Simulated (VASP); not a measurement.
# Ni3Ge (P4mm) in VASP: single point with PBEsol

Aim: the single point of Ni3Ge with PBEsol.

Program: VASP 6.6.1. These are calculated values, not measurements. Logs are shortened: lines on timing, memory, paths and dates and some standing lists are left out, and cuts for length are marked.

### Step 1. The cell of the first run

Symmetry: P4mm, No. 99, tetragonal system. The conventional cell has a = 3.525 Å, b = 3.525 Å, c = 3.525 Å, α = 90.00°, β = 90.00°, γ = 90.00°. Ni (site symmetry 2mm) has 8 Ni at 2.43 to 2.55 Å and 4 Ge at 2.45 to 2.53 Å within 3.2 Å. Ni (site symmetry 4mm) has 8 Ni at 2.43 to 2.55 Å and 4 Ge at 2.49 Å within 3.2 Å. Within 3.2 Å of Ge (site symmetry 4mm) lie 12 Ni at 2.45 to 2.53 Å.

### Step 2. Single point, PBEsol (atoms displaced along a vibrational mode)

File INCAR:

```
SYSTEM = Ni3Ge
PREC = Accurate
ENCUT = 520
EDIFF = 1E-6
ISMEAR = 0
SIGMA = 0.15
LREAL = .FALSE.
LASPH = .TRUE.
NELM = 60
ALGO = Fast
ISIF = 2
LWAVE = .FALSE.
LCHARG = .FALSE.
GGA = PS
NBANDS = 54
```

File KPOINTS:

```
Automatic mesh
0
G
  12 12 12
  0 0 0
```

File POSCAR:

```
Ni3Ge
1.0
   -3.5249142746      0.0000000000     -3.5249142746
    0.0000000000     -3.5249142746     -3.5249142746
   -3.5249142746     -3.5249142746      0.0000000000
Ni Ge
6 2
Direct
    0.4947946494     -0.0052053506      0.0052053506
   -0.0052053506      0.4947946494      0.5052053506
    0.4947946494     -0.0052053506      0.5052053506
   -0.0052053506      0.4947946494      0.0052053506
    0.0070923711      0.0070923711      0.4929076289
    0.5070923711      0.5070923711     -0.0070923711
    0.0026815926      0.0026815926     -0.0026815926
    0.5026815926      0.5026815926      0.4973184074
```

Potentials or basis: VASP PAW PBE potentials, release 64 (Ni, Ge_d).

Launch:

```bash
$ cat potpaw_PBE.64/Ni/POTCAR potpaw_PBE.64/Ge_d/POTCAR > POTCAR
$ mpirun -np 1 vasp_std > vasp.out
```

OUTCAR:

```text
SYSTEM = Ni3Ge
   PREC = Accurate
   ENCUT = 520
   EDIFF = 1E-6
   ISMEAR = 0
   LREAL = .FALSE.
   LASPH = .TRUE.
   NELM = 60
   ISIF = 2
   GGA = PS

 ion  position               nearest neighbor table
   1  0.495  0.995  0.005-   5 2.43   6 2.43   7 2.45   8 2.45   3 2.49   3 2.49   4 2.49   4 2.49
                             7 2.53   8 2.53   6 2.55   5 2.55
   2  0.995  0.495  0.505-   5 2.43   6 2.43   7 2.45   8 2.45   4 2.49   4 2.49   3 2.49   3 2.49
                             8 2.53   7 2.53   5 2.55   6 2.55
   3  0.495  0.995  0.505-   5 2.43   6 2.43   7 2.45   8 2.45   1 2.49   1 2.49   2 2.49   2 2.49
                             7 2.53   8 2.53   5 2.55   6 2.55
   4  0.995  0.495  0.005-   5 2.43   6 2.43   7 2.45   8 2.45   2 2.49   2 2.49   1 2.49   1 2.49
                             8 2.53   7 2.53   6 2.55   5 2.55
   5  0.007  0.007  0.493-   1 2.43   2 2.43   3 2.43   4 2.43   7 2.49   7 2.49   8 2.49   8 2.49
                             4 2.55   1 2.55   3 2.55   2 2.55
   6  0.507  0.507  0.993-   1 2.43   2 2.43   3 2.43   4 2.43   8 2.49   8 2.49   7 2.49   7 2.49
                             3 2.55   2 2.55   4 2.55   1 2.55
   7  0.003  0.003  0.997-   1 2.45   2 2.45   3 2.45   4 2.45   6 2.49   6 2.49   5 2.49   5 2.49
                             2 2.53   4 2.53   3 2.53   1 2.53
   8  0.503  0.503  0.497-   1 2.45   2 2.45   3 2.45   4 2.45   5 2.49   5 2.49   6 2.49   6 2.49
                             1 2.53   3 2.53   4 2.53   2 2.53

  LATTYP: Found a face centered cubic cell.
 ALAT       =     7.0498285492

  Lattice vectors:

 A1 = (  -3.5249142746,   0.0000000000,  -3.5249142746)
 A2 = (   0.0000000000,  -3.5249142746,  -3.5249142746)
 A3 = (  -3.5249142746,  -3.5249142746,   0.0000000000)

Analysis of symmetry for initial positions (statically):
=====================================================================
 Subroutine PRICEL returns following result:

  LATTYP: Found a simple cubic cell.
 ALAT       =     3.5249142746

  Lattice vectors:

 A1 = (   0.0000000000,   3.5249142746,   0.0000000000)
 A2 = (   0.0000000000,   0.0000000000,  -3.5249142746)
 A3 = (  -3.5249142746,   0.0000000000,   0.0000000000)

   2 primitive cells build up your supercell.

 Routine SETGRP: Setting up the symmetry group for a
 face centered cubic supercell.

 Subroutine GETGRP returns: Found  8 space group operations
 (whereof  8 operations were pure point group operations)
 out of a pool of 48 trial point group operations.

The static configuration has the point symmetry C_4v.

Analysis of symmetry for dynamics (positions and initial velocities):
=====================================================================
 Subroutine PRICEL returns following result:

  LATTYP: Found a simple cubic cell.
 ALAT       =     3.5249142746

  Lattice vectors:

 A1 = (   0.0000000000,   3.5249142746,   0.0000000000)
 A2 = (   0.0000000000,   0.0000000000,  -3.5249142746)
 A3 = (  -3.5249142746,   0.0000000000,   0.0000000000)

   2 primitive cells build up your supercell.

 Routine SETGRP: Setting up the symmetry group for a
 face centered cubic supercell.

 Subroutine GETGRP returns: Found  8 space group operations
 (whereof  8 operations were pure point group operations)
 out of a pool of 48 trial point group operations.

The dynamic configuration has the point symmetry C_4v.

 Subroutine INISYM returns: Found  8 space group operations
 (whereof  8 operations are pure point group operations),
 and found     2 'primitive' translations

----------------------------------------------------------------------------------------

                                     Primitive cell

  volume of cell :      43.7971

  direct lattice vectors                    reciprocal lattice vectors
     0.000000000  3.524914275  0.000000000     0.000000000  0.283694843  0.000000000
     0.000000000  0.000000000 -3.524914275     0.000000000  0.000000000 -0.283694843
    -3.524914275  0.000000000  0.000000000    -0.283694843  0.000000000  0.000000000

  length of vectors
     3.524914275  3.524914275  3.524914275     0.283694843  0.283694843  0.283694843

  position of ions in fractional coordinates (direct lattice)
     0.000000000  0.489589299  0.500000000
     0.500000000  0.489589299  1.000000000
     0.500000000  0.014184742  0.500000000
     0.000000000  0.005363185  1.000000000

  ion indices of the primitive-cell ions
   primitive index   ion index
                 1           1
                 2           3
                 3           6
                 4           7

----------------------------------------------------------------------------------------

 KPOINTS: Automatic mesh

Automatic generation of k-mesh.
 Grid dimensions read from file:
 generate k-points for:   12   12   12

 Generating k-lattice:

  Cartesian coordinates                     Fractional coordinates (reciprocal lattice)
    -0.011820618  0.011820618 -0.011820618     0.083333333  0.000000000  0.000000000
     0.011820618 -0.011820618 -0.011820618     0.000000000  0.083333333  0.000000000
    -0.011820618 -0.011820618  0.011820618     0.000000000  0.000000000  0.083333333

  Length of vectors
     0.020473912  0.020473912  0.020473912

  Shift w.r.t. Gamma in fractional coordinates (k-lattice)
     0.000000000  0.000000000  0.000000000

 Subroutine IBZKPT returns following result:
 ===========================================

 Found    163 irreducible k-points:

 Following reciprocal coordinates:
            Coordinates               Weight
  0.000000  0.000000  0.000000      1.000000
  0.083333  0.000000  0.000000      8.000000
  0.166667  0.000000  0.000000      8.000000
  0.250000  0.000000  0.000000      8.000000
  0.333333  0.000000  0.000000      8.000000
  0.416667  0.000000  0.000000      8.000000
[... 16 lines left out ...]
  0.000000 -0.333333  0.083333     16.000000
 -0.250000  0.083333  0.000000      8.000000
 [... further k-points ...]
   k-points           NKPTS =    163   k-points in BZ     NKDIM =    163   number of bands    NBANDS=     54
   number of dos      NEDOS =    301   number of ions     NIONS =      8
   total plane-waves  NPLWV =  64000
   dimension x,y,z NGX =    40 NGY =   40 NGZ =   40
   dimension x,y,z NGXF=    80 NGYF=   80 NGZF=   80
   ions per type =               6   2
   NGX,Y,Z   is equivalent  to a cutoff of  13.34, 13.34, 13.34 a.u.
   NGXF,Y,Z  is equivalent  to a cutoff of  26.68, 26.68, 26.68 a.u.
 SYSTEM =  Ni3Ge
   PREC   = accura    normal or accurate (medium, high low for compatibility)
   ISTART =      0    job   : 0-new  1-cont  2-samecut
   ICHARG =      2    charge: 1-file 2-atom 10-const
   ISPIN  =      1    spin polarized calculation?
   LNONCOLLINEAR =      F non collinear calculations
   LSORBIT =      F    spin-orbit coupling
   LASPH  =      T    aspherical Exc in radial PAW
   ENCUT  =  520.0 eV  38.22 Ry    6.18 a.u.   9.27  9.27  9.27*2*pi/ulx,y,z
   NELM   =     60;   NELMIN=  2; NELMDL= -5     # of ELM steps
   EDIFF  = 0.1E-05   stopping-criterion for ELM
   LREAL  =      F    real-space projection
   EDIFFG = 0.1E-04   stopping-criterion for IOM
   NSW    =      0    number of steps for IOM
   IBRION =     -1    ionic relax: 0-MD 1-quasi-New 2-CG
   NFREE  =      0    steps in history (QN), initial steepest desc. (CG)
   ISIF   =      2    stress and relaxation
   ISYM   =      2    0-nonsym 1-usesym 2-fastsym
   POTIM  = 0.5000    time-step for ionic-motion
   TEBEG  =    0.0;   TEEND  =   0.0 temperature during run
   PSTRESS=    0.0 pullay stress
   NELECT =      88.0000    total number of electrons
   NUPDOWN=      -1.0000    fix difference up-down
   EMIN   =  10.00;   EMAX   =-10.00  energy-range for DOS
   EFERMI =   0.00;   METHOD = LEGACY
   ISMEAR =     0;   SIGMA  =   0.15  broadening in eV -4-tet -1-fermi 0-gaus
   EFERMI_NEDOS =   21; number of points for ismear=-14 and -15
   IALGO  =     68    algorithm
   IMIX   =      4    mixing-type and parameters
     AMIX     =   0.40;   BMIX     =  1.00
     AMIX_MAG =   1.60;   BMIX_MAG =  1.00
  volume/ion in A,a.u.               =      10.95        73.89
  Fermi-wavevector in a.u.,A,eV,Ry     =   1.639622  3.098437 36.577378  2.688361
  Thomas-Fermi vector in A             =   2.730397
   LORBIT       =      0    0 simple, 1 ext, 2 COOP (PROOUT), +10 PAW based schemes
   GGA     = PS    functional components
   LHFCALC =     F    Hartree Fock is set to
   AEXX    =    0.0000 exact exchange contribution
   IVDW    =     0    specifies the selected vdW correction
   LEPSILON=     F    determine dielectric tensor
   LRPA    =     F    only Hartree local field effects (RPA)
 non-spin polarized calculation
 RMM-DIIS sequential band-by-band and
 Gauss-broadening in eV      SIGMA  =   0.15
  energy-cutoff  :      520.00
  volume of cell :       87.59
 maximum number of plane-waves:      2397
 NGX is ok and might be reduce to    40
   NGX = 19   NGY = 19   NGZ = 19

 number of electron      87.9999985 magnetization

 Free energy of the ion-electron system (eV)
  ---------------------------------------------------
  ext. energy  EPLUGINS =         0.00000000
  ---------------------------------------------------
  free energy    TOTEN  =       -49.39387029 eV

  energy without entropy =      -49.35059153  energy(sigma->0) =      -49.37223091

 E-fermi :  10.2786     XC(G=0): -13.6749

 val. band max:       10.2761185264   @ k =   0.0000   0.0833   0.0833
 cond. band min:      10.2796211912   @ k =   0.0000   0.1667   0.1667
 fundamental gap:      0.0035026648
 Fermi energy:        10.2785643805

 k-point     1 :       0.0000    0.0000    0.0000
  band No.  band energies     occupation
      1     -14.3215      2.00000
      2     -14.3213      2.00000
      3     -14.3201      2.00000
      4     -14.3201      2.00000
      5     -14.3195      2.00000
      6     -14.3067      2.00000
[... 46 lines left out ...]
     53      14.5003      0.00000
     54      17.1740      0.00000
[... 1309 lines left out ...]
     53      17.4287      0.00000
     54      17.6257      0.00000

 [... further k-points ...]

------------------------ aborting loop because EDIFF is reached ----------------------------------------

  FORCE on cell =-STRESS in cart. coord.  units (eV):
  Direction    XX          YY          ZZ          XY          YZ          ZX
  --------------------------------------------------------------------------------------
  -------------------------------------------------------------------------------------
  Total        0.5633314      0.5633314      0.5707851      0.0000000      0.0000000      0.0000000
  in kB       10.3038343     10.3038343     10.4401699      0.0000000      0.0000000      0.0000000
  external PRESSURE =      10.3492795 kB  Pullay stress =       0.0000000 kB

 VOLUME and BASIS-vectors are now :
 -----------------------------------------------------------------------------
  energy-cutoff  :      520.00
  volume of cell :       87.59
      direct lattice vectors                 reciprocal lattice vectors
    -3.524914275  0.000000000 -3.524914275    -0.141847421  0.141847421 -0.141847421
     0.000000000 -3.524914275 -3.524914275     0.141847421 -0.141847421 -0.141847421
    -3.524914275 -3.524914275  0.000000000    -0.141847421 -0.141847421  0.141847421

 POSITION                                       TOTAL-FORCE (eV/Angst)
 -----------------------------------------------------------------------------------
     -1.76246     -3.52491     -5.25067         0.000000      0.000000     -0.706950
     -5.28737     -3.52491     -5.25067         0.000000      0.000000     -0.706950
     -3.52491     -5.28737     -5.25067         0.000000      0.000000     -0.706950
     -3.52491     -1.76246     -5.25067         0.000000      0.000000     -0.706950
     -1.76246     -1.76246     -0.05000         0.000000      0.000000      0.956644
     -5.28737     -5.28737     -3.57491         0.000000      0.000000      0.956644
     -3.52491     -3.52491     -0.01890         0.000000      0.000000      0.457257
     -3.52491     -3.52491     -3.54382         0.000000      0.000000      0.457257
 -----------------------------------------------------------------------------------
    total drift:                                0.000004      0.000004      0.000483

  FREE ENERGIE OF THE ION-ELECTRON SYSTEM (eV)
  ---------------------------------------------------
  free  energy   TOTEN  =       -49.3938702857 eV

  energy  without entropy=      -49.3505915336  energy(sigma->0) =      -49.37223091
```

Wall time 15 min (1 thread of Intel Xeon Platinum 8488C (Sapphire Rapids), shared host); peak memory 0.68 GiB.

Results:

```
Free energy            : -49.3939 eV
Pressure               : 1.0 GPa
Largest force          : 0.957 eV/Å
Band gap on the k mesh : zero (bands 44 and 45 overlap by 0.22 eV)
```

Forces in eV/Å, atoms in the order of the input:
```
Ni   0.000  0.000 -0.707
Ni   0.000  0.000 -0.707
Ni   0.000  0.000 -0.707
Ni   0.000  0.000 -0.707
Ni   0.000  0.000  0.957
Ni   0.000  0.000  0.957
Ge   0.000  0.000  0.457
Ge   0.000  0.000  0.457
```

Caveat: the cell differs from its parent crystal (atoms displaced along a vibrational mode); the PAW data sets were made with another functional, which shifts forces and pressure a little. Spin polarisation is off, so any magnetic state and its effect on volume and gap are missing.
